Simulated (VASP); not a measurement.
**Mn2Al2Cu: single point with PBEsol**

Crystal: Mn2Al2Cu.

```
CELL_PARAMETERS angstrom
-1.36859 1.36859 8.51894
1.36859 -1.36859 8.51894
1.36859 1.36859 -8.51894
ATOMIC_POSITIONS crystal
Cu 0.99079 0.99079 0.00000
Mn 0.38791 0.38791 0.00000
Mn 0.81335 0.81335 0.00000
Al 0.21755 0.21755 0.00000
Al 0.59040 0.59040 0.00000
```

```yaml
Program: VASP 6.6.1
Task: single point
Functional: PBEsol
Potentials_or_basis: VASP PAW PBE potentials, release 64 (Cu, Mn_pv, Al)
Cutoff: 520 eV
k_mesh: 11 × 11 × 11
Occupations: fermi-dirac, width 0.05 eV
Spin: collinear spin, ferromagnetic start
Starting_moments: "[0.3, 2.0, 2.0, 0.0, 0.0] μB"
Fixed_moment: 4.3 μB
```

```json
{"Pressure": "5.6 GPa", "Largest force": "1.169 eV/Å", "Net moment": "4.30 μB per cell", "Site moments": "Cu +0.14; Mn +2.58, +1.11; Al +0.02, +0.05 μB", "Valence electrons inside the program's atomic spheres": "Cu 10.05; Mn 11.89, 12.08; Al 0.81, 0.79"}
```

Forces on the atoms (eV/Å):
```
Cu   0.000  0.000 -0.154
Mn   0.000  0.000  1.169
Mn   0.000  0.000 -0.840
Al   0.000  0.000 -0.032
Al   0.000  0.000 -0.143
```

Stress tensor (GPa, compression positive):
```
7.09 0.00 0.00
0.00 7.09 0.00
0.00 0.00 2.60
```

It took 100 min on 1 thread of Oxide Virtual Turin-like Processor (shared host), peak memory 1.2 GiB.

Caveat: the cell stands under pressure; the PAW data sets were made with another functional, which shifts forces and pressure a little; the total moment is fixed, so each spin has its own Fermi level and the state may be an excited one.
